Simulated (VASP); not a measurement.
# SiC (F-43m) in VASP: a series of runs

Runs on SiC. Level: PBE. Tasks: single point.

Program: VASP 6.6.1. These are calculated values, not measurements. Logs are shortened: lines on timing, memory, paths and dates and some standing lists are left out, and cuts for length are marked.

## Step 1: The cell of the first run

Symmetry: F-43m, No. 216, cubic system. The conventional cell has a = 4.380 Å, b = 4.380 Å, c = 4.380 Å, α = 90.00°, β = 90.00°, γ = 90.00°. Si (site symmetry -43m) has 4 C at 1.90 Å within 2.5 Å. C (site symmetry -43m) has 4 Si at 1.90 Å within 2.5 Å.

## Step 2: Single point, PBE

The input, INCAR:

```
PREC = Accurate
ENCUT = 520
EDIFF = 1E-6
ISMEAR = 0
SIGMA = 0.02
LREAL = F
LASPH = T
NELM = 80
ALGO = Normal
ISIF = 2
LWAVE = F
LCHARG = F
GGA = PE
NBANDS = 11
```

The input, KPOINTS:

```
Automatic mesh
0
Gamma
  10 10 10
```

The input, POSCAR:

```
SiC
1.0
    0.0000000000      2.1898629709      2.1898629709
    2.1898629709      0.0000000000      2.1898629709
    2.1898629709      2.1898629709      0.0000000000
Si C
1 1
Direct
    0.2500000000      0.2500000000      0.2500000000
    0.0000000000      0.0000000000      0.0000000000
```

Potentials or basis: VASP PAW PBE potentials, release 64 (Si, C).

The run is started by

```
$ cat potpaw_PBE.64/Si/POTCAR potpaw_PBE.64/C/POTCAR > POTCAR
$ mpirun -np 1 vasp_std > vasp.out
```

OUTCAR:

```text
PREC = Accurate
   ENCUT = 520
   EDIFF = 1E-6
   ISMEAR = 0
   LREAL = F
   LASPH = T
   NELM = 80
   ISIF = 2
   GGA = PE

 ion  position               nearest neighbor table
   1  0.250  0.250  0.250-   2 1.90   2 1.90   2 1.90   2 1.90
   2  0.000  0.000  0.000-   1 1.90   1 1.90   1 1.90   1 1.90

  LATTYP: Found a face centered cubic cell.
 ALAT       =     4.3797259418

  Lattice vectors:

 A1 = (   0.0000000000,   2.1898629709,   2.1898629709)
 A2 = (   2.1898629709,   0.0000000000,   2.1898629709)
 A3 = (   2.1898629709,   2.1898629709,   0.0000000000)

Analysis of symmetry for initial positions (statically):
=====================================================================
 Subroutine PRICEL returns:
 Original cell was already a primitive cell.

 Routine SETGRP: Setting up the symmetry group for a
 face centered cubic supercell.

 Subroutine GETGRP returns: Found 24 space group operations
 (whereof 24 operations were pure point group operations)
 out of a pool of 48 trial point group operations.

The static configuration has the point symmetry T_d .

Analysis of symmetry for dynamics (positions and initial velocities):
=====================================================================
 Subroutine PRICEL returns:
 Original cell was already a primitive cell.

 Routine SETGRP: Setting up the symmetry group for a
 face centered cubic supercell.

 Subroutine GETGRP returns: Found 24 space group operations
 (whereof 24 operations were pure point group operations)
 out of a pool of 48 trial point group operations.

The dynamic configuration has the point symmetry T_d .

 Subroutine INISYM returns: Found 24 space group operations
 (whereof 24 operations are pure point group operations),
 and found     1 'primitive' translations

----------------------------------------------------------------------------------------

                                     Primitive cell

  volume of cell :      21.0030

  direct lattice vectors                    reciprocal lattice vectors
     0.000000000  2.189862971  2.189862971    -0.228324789  0.228324789  0.228324789
     2.189862971  0.000000000  2.189862971     0.228324789 -0.228324789  0.228324789
     2.189862971  2.189862971  0.000000000     0.228324789  0.228324789 -0.228324789

  length of vectors
     3.096933913  3.096933913  3.096933913     0.395470135  0.395470135  0.395470135

  position of ions in fractional coordinates (direct lattice)
     0.250000000  0.250000000  0.250000000
     0.000000000  0.000000000  0.000000000

  ion indices of the primitive-cell ions
   primitive index   ion index
                 1           1
                 2           2

----------------------------------------------------------------------------------------

 KPOINTS: Automatic mesh

Automatic generation of k-mesh.
 Grid dimensions read from file:
 generate k-points for:   10   10   10

 Generating k-lattice:

  Cartesian coordinates                     Fractional coordinates (reciprocal lattice)
    -0.022832479  0.022832479  0.022832479     0.100000000  0.000000000  0.000000000
     0.022832479 -0.022832479  0.022832479     0.000000000  0.100000000  0.000000000
     0.022832479  0.022832479 -0.022832479     0.000000000  0.000000000  0.100000000

  Length of vectors
     0.039547013  0.039547013  0.039547013

  Shift w.r.t. Gamma in fractional coordinates (k-lattice)
     0.000000000  0.000000000  0.000000000

 Subroutine IBZKPT returns following result:
 ===========================================

 Found     47 irreducible k-points:

 Following reciprocal coordinates:
            Coordinates               Weight
  0.000000  0.000000  0.000000      1.000000
  0.100000  0.000000  0.000000      8.000000
  0.200000  0.000000  0.000000      8.000000
  0.300000  0.000000  0.000000      8.000000
  0.400000  0.000000  0.000000      8.000000
  0.500000  0.000000  0.000000      4.000000
[... 16 lines left out ...]
  0.300000  0.300000  0.000000      6.000000
  0.400000  0.300000  0.000000     24.000000
 [... further k-points ...]
   k-points           NKPTS =     47   k-points in BZ     NKDIM =     47   number of bands    NBANDS=     11
   number of dos      NEDOS =    301   number of ions     NIONS =      2
   total plane-waves  NPLWV =  13824
   dimension x,y,z NGX =    24 NGY =   24 NGZ =   24
   dimension x,y,z NGXF=    48 NGYF=   48 NGZF=   48
   ions per type =               1   1
   NGX,Y,Z   is equivalent  to a cutoff of  12.88, 12.88, 12.88 a.u.
   NGXF,Y,Z  is equivalent  to a cutoff of  25.77, 25.77, 25.77 a.u.
 SYSTEM =  unknown system
   PREC   = accura    normal or accurate (medium, high low for compatibility)
   ISTART =      0    job   : 0-new  1-cont  2-samecut
   ICHARG =      2    charge: 1-file 2-atom 10-const
   ISPIN  =      1    spin polarized calculation?
   LNONCOLLINEAR =      F non collinear calculations
   LSORBIT =      F    spin-orbit coupling
   LASPH  =      T    aspherical Exc in radial PAW
   ENCUT  =  520.0 eV  38.22 Ry    6.18 a.u.   5.76  5.76  5.76*2*pi/ulx,y,z
   NELM   =     80;   NELMIN=  2; NELMDL= -5     # of ELM steps
   EDIFF  = 0.1E-05   stopping-criterion for ELM
   LREAL  =      F    real-space projection
   EDIFFG = 0.1E-04   stopping-criterion for IOM
   NSW    =      0    number of steps for IOM
   IBRION =     -1    ionic relax: 0-MD 1-quasi-New 2-CG
   NFREE  =      0    steps in history (QN), initial steepest desc. (CG)
   ISIF   =      2    stress and relaxation
   ISYM   =      2    0-nonsym 1-usesym 2-fastsym
   POTIM  = 0.5000    time-step for ionic-motion
   TEBEG  =    0.0;   TEEND  =   0.0 temperature during run
   PSTRESS=    0.0 pullay stress
   NELECT =       8.0000    total number of electrons
   NUPDOWN=      -1.0000    fix difference up-down
   EMIN   =  10.00;   EMAX   =-10.00  energy-range for DOS
   EFERMI =   0.00;   METHOD = LEGACY
   ISMEAR =     0;   SIGMA  =   0.02  broadening in eV -4-tet -1-fermi 0-gaus
   EFERMI_NEDOS =   21; number of points for ismear=-14 and -15
   IALGO  =     38    algorithm
   IMIX   =      4    mixing-type and parameters
     AMIX     =   0.40;   BMIX     =  1.00
     AMIX_MAG =   1.60;   BMIX_MAG =  1.00
  volume/ion in A,a.u.               =      10.50        70.87
  Fermi-wavevector in a.u.,A,eV,Ry     =   1.186710  2.242556 19.160817  1.408280
  Thomas-Fermi vector in A             =   2.322877
   LORBIT       =      0    0 simple, 1 ext, 2 COOP (PROOUT), +10 PAW based schemes
   GGA     = PE    functional components
   LHFCALC =     F    Hartree Fock is set to
   AEXX    =    0.0000 exact exchange contribution
   IVDW    =     0    specifies the selected vdW correction
   LEPSILON=     F    determine dielectric tensor
   LRPA    =     F    only Hartree local field effects (RPA)
 non-spin polarized calculation
 Gauss-broadening in eV      SIGMA  =   0.02
  energy-cutoff  :      520.00
  volume of cell :       21.00
 maximum number of plane-waves:       588
   NGX = 11   NGY = 11   NGZ = 11

 number of electron       8.0000001 magnetization

 Free energy of the ion-electron system (eV)
  ---------------------------------------------------
  ext. energy  EPLUGINS =         0.00000000
  ---------------------------------------------------
  free energy    TOTEN  =       -15.06083293 eV

  energy without entropy =      -15.06083293  energy(sigma->0) =      -15.06083293

 E-fermi :   8.0414     XC(G=0): -11.2912

 val. band max:        7.9404597484   @ k =   0.0000   0.0000   0.0000
 cond. band min:       9.3109517171   @ k =   0.5000   0.5000   0.0000
 fundamental gap:      1.3704919687
 Fermi energy:         8.0413899775

 k-point     1 :       0.0000    0.0000    0.0000
  band No.  band energies     occupation
      1      -7.3462      2.00000
      2       7.9405      2.00000
      3       7.9405      2.00000
      4       7.9405      2.00000
      5      13.9996      0.00000
      6      15.1449      0.00000
      7      15.1449      0.00000
      8      15.1449      0.00000
      9      22.3601      0.00000
     10      22.3601      0.00000
     11      24.1904      0.00000

 k-point     2 :       0.1000    0.0000    0.0000
  band No.  band energies     occupation
      1      -7.1532      2.00000
      2       6.9338      2.00000
      3       7.8072      2.00000
      4       7.8072      2.00000
      5      14.2823      0.00000
      6      15.3860      0.00000
      7      15.3860      0.00000
      8      15.4000      0.00000
      9      21.4262      0.00000
     10      21.4262      0.00000
     11      24.0913      0.00000

 k-point     3 :       0.2000    0.0000    0.0000
  band No.  band energies     occupation
      1      -6.5828      2.00000
      2       4.8285      2.00000
      3       7.5014      2.00000
      4       7.5014      2.00000
      5      14.0122      0.00000
      6      15.7484      0.00000
      7      15.7484      0.00000
      8      16.5852      0.00000
      9      20.7662      0.00000
     10      20.7662      0.00000
     11      23.2150      0.00000

 k-point     4 :       0.3000    0.0000    0.0000
  band No.  band energies     occupation
      1      -5.6710      2.00000
      2       2.5384      2.00000
      3       7.1865      2.00000
      4       7.1865      2.00000
      5      13.6038      0.00000
      6      15.6305      0.00000
      7      15.6305      0.00000
      8      17.5770      0.00000
      9      21.5624      0.00000
     10      21.5624      0.00000
     11      22.9280      0.00000
[... 239 lines left out ...]
 k-point    22 :      -0.2000    0.2000    0.0000
  band No.  band energies     occupation
      1      -5.3648      2.00000
      2       3.1632      2.00000
      3       4.7524      2.00000
      4       7.2933      2.00000
      5      14.4259      0.00000
      6      15.8206      0.00000
      7      16.2214      0.00000
      8      16.9768      0.00000
      9      19.4074      0.00000
     10      23.2149      0.00000
     11      26.9256      0.00000

 k-point    23 :       0.3000    0.3000    0.0000
  band No.  band energies     occupation
      1      -5.1016      2.00000
      2       3.5865      2.00000
      3       5.5994      2.00000
      4       5.5994      2.00000
      5      11.0844      0.00000
      6      13.4960      0.00000
      7      19.3288      0.00000
      8      19.3288      0.00000
      9      20.1805      0.00000
     10      24.9165      0.00000
     11      29.4495      0.00000

 k-point    24 :       0.4000    0.3000    0.0000
  band No.  band energies     occupation
      1      -4.2446      2.00000
      2       2.3770      2.00000
      3       4.8191      2.00000
      4       5.3393      2.00000
      5      10.7988      0.00000
      6      13.5029      0.00000
      7      19.4030      0.00000
      8      19.7316      0.00000
      9      21.5348      0.00000
     10      25.8803      0.00000
     11      28.9680      0.00000

 [... further k-points ...]
[... 5 lines left out ...]
  --------------------------------------------------------------------------------------
  -------------------------------------------------------------------------------------
  Total       -0.0061862     -0.0061862     -0.0061862      0.0000000      0.0000000      0.0000000
  in kB       -0.4719067     -0.4719067     -0.4719067      0.0000000      0.0000000      0.0000000
  external PRESSURE =      -0.4719067 kB  Pullay stress =       0.0000000 kB

 VOLUME and BASIS-vectors are now :
 -----------------------------------------------------------------------------
  energy-cutoff  :      520.00
  volume of cell :       21.00
      direct lattice vectors                 reciprocal lattice vectors
     0.000000000  2.189862971  2.189862971    -0.228324789  0.228324789  0.228324789
     2.189862971  0.000000000  2.189862971     0.228324789 -0.228324789  0.228324789
     2.189862971  2.189862971  0.000000000     0.228324789  0.228324789 -0.228324789

 POSITION                                       TOTAL-FORCE (eV/Angst)
 -----------------------------------------------------------------------------------
      1.09493      1.09493      1.09493         0.000000      0.000000      0.000000
      0.00000      0.00000      0.00000        -0.000000     -0.000000     -0.000000
 -----------------------------------------------------------------------------------
    total drift:                               -0.000000     -0.000000     -0.000000

  FREE ENERGIE OF THE ION-ELECTRON SYSTEM (eV)
  ---------------------------------------------------
  free  energy   TOTEN  =       -15.0608329321 eV

  energy  without entropy=      -15.0608329321  energy(sigma->0) =      -15.06083293
```

It took 9.3 s on 1 thread of AMD EPYC 7R43 (Zen 3), shared host; peak memory 0.09 GiB.

Results:

```yaml
Free_energy: -15.0608 eV
Pressure: 0.0 GPa
Band_gap_on_the_k_mesh: 1.37 eV, indirect (least direct gap 4.53 eV)
```

Levels at points of the mesh, in eV from the valence-band top:
| k point | band 2 | band 3 | band 4 | band 5 | band 6 | band 7 |
| --- | --- | --- | --- | --- | --- | --- |
| (0.00, 0.00, 0.00) | 0.00 | 0.00 | 0.00 | 6.06 | 7.20 | 7.20 |
| (0.50, 0.00, 0.00) | -8.45 | -1.05 | -1.05 | 5.30 | 7.17 | 7.17 |
| (0.50, 0.50, 0.00) | -7.75 | -3.16 | -3.16 | 1.37 | 4.27 | 13.86 |

A k mesh can miss the band edges. Expect the measured gap to be larger: semilocal functionals such as PBE lack the derivative discontinuity.

## Step 3: Single point, PBE

The input, INCAR:

```
SYSTEM = SiC
ALGO = Normal
EDIFF = 1E-6
ENCUT = 520
GGA = PE
ISIF = 2
ISMEAR = -1
LASPH = .True.
LCHARG = .False.
LREAL = .False.
LWAVE = .False.
NBANDS = 11
NELM = 60
PREC = Accurate
SIGMA = 0.02
```

The input, KPOINTS:

```
k-points
0
Gamma
  10 10 10
  0 0 0
```

POSCAR is that of step 2.

Potentials or basis: VASP PAW PBE potentials, release 64 (Si, C).

The run is started by

```
$ cat potpaw_PBE.64/Si/POTCAR potpaw_PBE.64/C/POTCAR > POTCAR
$ mpirun -np 1 vasp_std > vasp.out
```

Wall time 10 s (1 thread of AMD EPYC 7R43 (Zen 3), shared host); peak memory 0.1 GiB.

It converged, with:

```
Free energy            : -15.0608 eV
Pressure               : 0.0 GPa
Band gap on the k mesh : 1.37 eV, indirect (least direct gap 4.53 eV)
```

Levels at points of the mesh, in eV from the valence-band top:
```
           k point  band 2  band 3  band 4  band 5  band 6  band 7
(0.00, 0.00, 0.00)    0.00    0.00    0.00    6.06    7.20    7.20
(0.50, 0.00, 0.00)   -8.45   -1.05   -1.05    5.30    7.17    7.17
(0.50, 0.50, 0.00)   -7.75   -3.16   -3.16    1.37    4.27   13.86
```

A k mesh can miss the band edges. A hybrid or GW would open this gap; PBE tends to underestimate it.

## Step 4: Single point, PBE

This run uses another cell than the first one, of 10.35 Å³/atom, 0.986 times its volume.

The input, INCAR:

```
SYSTEM = SiC
ALGO     = Normal         ! electronic algorithm
EDIFF    = 1E-6           ! SCF threshold, eV
ENCUT    = 520            ! plane-wave cutoff, eV
GGA      = PE             ! functional
ISIF     = 2              ! what is computed and relaxed
ISMEAR   = 0              ! smearing method
LASPH    = .TRUE.         ! aspherical terms in the spheres
LCHARG   = .FALSE.        ! write CHGCAR
LREAL    = .FALSE.        ! projectors in reciprocal space
LWAVE    = .FALSE.        ! write WAVECAR
NBANDS   = 11             ! bands
NELM     = 80             ! most SCF steps
PREC     = Accurate       ! precision mode
SIGMA    = 0.02           ! smearing width, eV
```

The input, KPOINTS:

```
k-points
0
G
  10 10 10
  0 0 0
```

The input, POSCAR:

```
SiC
1.0
    0.0000000000      2.1796242945      2.1796242945
    2.1796242945      0.0000000000      2.1796242945
    2.1796242945      2.1796242945      0.0000000000
Si C
1 1
Direct
    0.2500000000      0.2500000000      0.2500000000
    0.0000000000      0.0000000000      0.0000000000
```

The run is started by

```
$ cat potpaw_PBE.64/Si/POTCAR potpaw_PBE.64/C/POTCAR > POTCAR
$ mpirun -np 1 vasp_std > vasp.out
```

It took 10 s on 1 thread of AMD EPYC 7R43 (Zen 3), shared host; peak memory 0.1 GiB.

Results (log left out):

* Free energy: -15.0581 eV
* Pressure: 3.0 GPa
* Band gap on the k mesh: 1.36 eV, indirect (least direct gap 4.54 eV)

Levels at points of the mesh, in eV from the valence-band top:
| k point | band 2 | band 3 | band 4 | band 5 | band 6 | band 7 |
| --- | --- | --- | --- | --- | --- | --- |
| (0.00, 0.00, 0.00) | 0.00 | 0.00 | 0.00 | 6.22 | 7.30 | 7.30 |
| (0.50, 0.00, 0.00) | -8.53 | -1.05 | -1.05 | 5.43 | 7.22 | 7.22 |
| (0.50, 0.50, 0.00) | -7.79 | -3.18 | -3.18 | 1.36 | 4.32 | 14.03 |

A k mesh can miss the band edges.

## Step 5: Summary

| cell | smearing | gap on the mesh (eV) | pressure (GPa) |
| --- | --- | --- | --- |
| a = 3.097 Å, angles 60.0°, 2 atoms | gaussian 0.02 eV | 1.37 | 0.0 |
| a = 3.097 Å, angles 60.0°, 2 atoms | fermi-dirac 0.02 eV | 1.37 | 0.0 |
| a = 3.082 Å, angles 60.0°, 2 atoms | gaussian 0.02 eV | 1.36 | 3.0 |

Alike in all rows: task single point; level PBE; potentials or basis VASP PAW PBE potentials, release 64 (Si, C); no spin polarisation; k mesh 10 × 10 × 10; cutoff (eV) 520.

Absolute energies hang on the potentials; compare differences alone.
